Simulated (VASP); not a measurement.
Crystal: Cd3HgTe4.

```
Cd Hg Te
1.0
    -3.09554    3.09554    6.19108
     3.09554   -3.09554    6.19108
     3.09554    3.09554   -6.19108
Cd Hg Te
3 1 4
Direct
  0.75000 0.25000 0.50000
  0.25000 0.75000 0.50000
  0.00000 0.00000 0.00000
  0.50000 0.50000 0.00000
  0.12500 0.62500 0.00000
  0.87500 0.87500 0.50000
  0.62500 0.12500 0.00000
  0.37500 0.37500 0.50000
```

| Property | Result |
| --- | --- |
| Program | VASP 6.6.1 |
| Task | relaxation of cell and atoms |
| Functional | PBE |
| Potentials or basis | VASP PAW PBE potentials, release 64 (Cd, Hg, Te) |
| Cutoff | 600 eV |
| k mesh | 4 × 4 × 4 |
| Occupations | gaussian, width 0.1 eV |
| Spin | no spin polarisation |

At the start: pressure 11.9 GPa; volume 29.66 Å³/atom.

Task: How do energy, volume and symmetry change on relaxing?

Result: Over 3 steps the energy falls by 205.9 meV/atom and the volume is 36.37 Å³/atom (+22.6 %); space group I-42m (No. 121, to 0.1 Å) before and after.

Step by step:
```tsv
step	energy change (eV)	largest force (eV/Å)	pressure (GPa)	volume (Å³)
1	0.0000	0.1619	11.88	237.30
2	-1.3835	0.0113	-2.62	321.11
3	-1.6473	0.0241	0.09	290.97
```

Final structure:
```
Cd Hg Te
1.0
    -3.31323    3.31323    6.62640
     3.31323   -3.31323    6.62640
     3.31323    3.31323   -6.62640
Cd Hg Te
3 1 4
Direct
  0.75000 0.25000 0.50000
  0.25000 0.75000 0.50000
  0.00000 0.00000 0.00000
  0.50000 0.50000 0.00000
  0.12424 0.62523 0.00000
  0.87576 0.87576 0.50099
  0.62523 0.12424 0.00000
  0.37477 0.37477 0.49901
```

Caveat: the volume moved by over 15 % at a fixed basis, so the end points are rough.
